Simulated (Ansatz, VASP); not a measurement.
## Ta2N: VASP beside Ansatz

```
Ta N
1.0
     5.16097    0.00000    0.00000
    -2.58049    4.46953    0.00000
     0.00000    0.00000    5.01285
Ta N
6 3
Direct
  0.64302 0.64302 0.75260
  0.00000 0.35698 0.75260
  0.35698 0.00000 0.75260
  0.35698 0.35698 0.24740
  0.00000 0.64302 0.24740
  0.64302 0.00000 0.24740
  0.66667 0.33333 0.50000
  0.33333 0.66667 0.50000
  0.00000 0.00000 0.00000
```

Alike in both runs: task single point; functional LDA; k mesh 9 × 9 × 8; occupations gaussian, width 0.15 eV; no spin polarisation.

|  | VASP | Ansatz |
| --- | --- | --- |
| version | VASP 6.6.1 | Ansatz 0.2.0 |
| potentials or method | VASP PAW LDA potentials, release 64 (Ta_pv, N), cutoff 520 eV | scalar-relativistic, plane waves, PAW |
| valence electrons in the cell | 81 | 93 |

|  | VASP | Ansatz | Ansatz less VASP |
| --- | --- | --- | --- |
| gap on the k mesh at the Fermi level (eV) | none | none | - |
| pressure (GPa) | 5.7 | 4.1 | -1.62 |
| traceless stress, the component that is largest in VASP (GPa) | -6.90 | -6.90 | +0.003 |
| rms of the force components (eV/Å) | 1.609 | 1.594 | -0.0145 |

Ansatz warns that its potentials were made for another functional, while VASP's fit it. LDA's correlation is that of Perdew and Zunger in VASP and of Perdew and Wang (1992) in Ansatz. Atom by atom the forces differ by 0.018 eV/Å (rms over components). A gap of «none» marks a metal or a gap that the smearing closes. VASP's potentials hold 81 valence electrons a cell and Ansatz's 93, so a difference there can come from the potentials and not from the codes.

Neither program's run includes spin-orbit coupling.
